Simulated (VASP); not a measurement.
**Si4GePt: relaxation of cell and atoms with PBE**

Crystal: Si4GePt.

```
Si Ge Pt
1.0
     2.60872   -4.18763    0.00000
     2.60872    4.18763    0.00000
     0.00000    0.00000    4.15372
Si Ge Pt
4 1 1
Direct
  0.33806 0.66194 0.00000
  0.66194 0.33806 0.00000
  0.50000 0.00000 0.50000
  0.00000 0.50000 0.50000
  0.00000 0.00000 0.00000
  0.50000 0.50000 0.50000
```

```
Program                : VASP 6.6.1
Task                   : relaxation of cell and atoms
Functional             : PBE
Potentials or basis    : VASP PAW PBE potentials, release 64 (Si, Ge_d, Pt)
Cutoff                 : 600 eV
k mesh                 : 4 × 4 × 4
Occupations            : gaussian, width 0.1 eV
Spin                   : no spin polarisation
Dipole correction      : no
Further INCAR settings : ALGO = Normal; EDIFF = 1e-07; IBRION = 2; EDIFFG = -0.04; NSW = 90; ISIF = 3
```

- Relaxed volume: 17.05 Å³/atom
- Relaxed cell: a = 5.440 Å, b = 5.440 Å, c = 3.936 Å, α = 90.00°, β = 90.00°, γ = 118.58°
- Space group after relaxing (to 0.05 Å): Cmmm (No. 65)
- Energy gained by relaxing: 142.2 meV/atom
- Ionic steps: 13
- Pressure after relaxing: 0.0 GPa
- Largest force after relaxing: 0.028 eV/Å
- Band gap on the k mesh: zero (band 20 reaches 9.60 eV, above the bottom of band 21 at 7.27 eV)

Forces in eV/Å, atoms in the order of the input:
```
Si   0.000  0.028  0.000
Si   0.000 -0.028  0.000
Si   0.000  0.000  0.000
Si   0.000  0.000  0.000
Ge   0.000  0.000  0.000
Pt   0.000  0.000  0.000
```

Stress tensor (GPa, compression positive):
```
 0.11  0.00  0.00
 0.00 -0.36  0.00
 0.00  0.00  0.16
```

Step by step:
| step | energy change (eV) | largest force (eV/Å) | pressure (GPa) | volume (Å³) |
| --- | --- | --- | --- | --- |
| 1 | 0.0000 | 0.9218 | 15.65 | 90.75 |
| 2 | -0.4334 | 0.0273 | -6.55 | 111.55 |
| 3 | -0.6050 | 0.2216 | -0.43 | 103.54 |
| 4 | -0.6547 | 0.2252 | -0.51 | 103.36 |
| 5 | -0.7995 | 0.1702 | -0.48 | 102.63 |
| 6 | -0.6478 | 0.1694 | 3.25 | 100.31 |
| 7 | -0.8422 | 0.0419 | -0.26 | 102.16 |
| 8 | -0.8342 | 0.0072 | 0.83 | 101.55 |
| 9 | -0.8490 | 0.0142 | 0.12 | 101.93 |
| 10 | -0.8489 | 0.0107 | 0.20 | 101.89 |
| 11 | -0.8506 | 0.0155 | -0.14 | 102.44 |
| 12 | -0.8506 | 0.0152 | -0.13 | 102.42 |
| 13 | -0.8533 | 0.0283 | -0.03 | 102.30 |

Final structure:
```xyz
6
Lattice="2.7781 -4.6772 0.0000 2.7781 4.6772 0.0000 0.0000 0.0000 3.9363" Properties=species:S:1:pos:R:3 pbc="T T T"
Si    2.7781    1.6276    3.9363
Si    2.7781   -1.6276    0.0000
Si    4.1672    2.3386    1.9682
Si    1.3891    2.3386    1.9682
Ge    0.0000    0.0000    3.9363
Pt    2.7781    0.0000    1.9682
```

Levels at points of the mesh, in eV from the Fermi level:
```csv
k point,band 16,band 17,band 18,band 19,band 20,band 21,band 22,band 23,band 24
"(0.00, 0.00, 0.00)",-3.23,-2.72,-2.59,-0.84,0.44,1.22,1.83,2.20,2.83
"(0.50, 0.00, 0.00)",-3.28,-1.54,-1.12,-0.78,-0.31,-0.21,0.95,1.92,2.26
"(0.50, 0.50, 0.00)",-2.25,-1.62,-1.23,-1.14,-0.38,0.76,0.90,1.64,2.18
"(0.00, 0.00, 0.50)",-3.31,-3.10,-2.19,-1.64,-1.44,-1.02,-0.50,0.24,0.38
"(0.50, 0.00, 0.50)",-3.35,-3.22,-2.20,-0.25,-0.25,0.56,1.17,1.18,2.00
"(0.50, 0.50, 0.50)",-3.30,-2.60,-2.00,-0.39,1.32,1.73,1.92,2.30,2.44
```

Wall time 9.7 min on 1 thread of Intel Xeon 6975P-C, on a shared host, peak memory 0.28 GiB.

Caveat: the k points lie up to 0.40 Å⁻¹ apart in the final cell; spin-orbit coupling is left out, which moves the levels of the heavy elements.
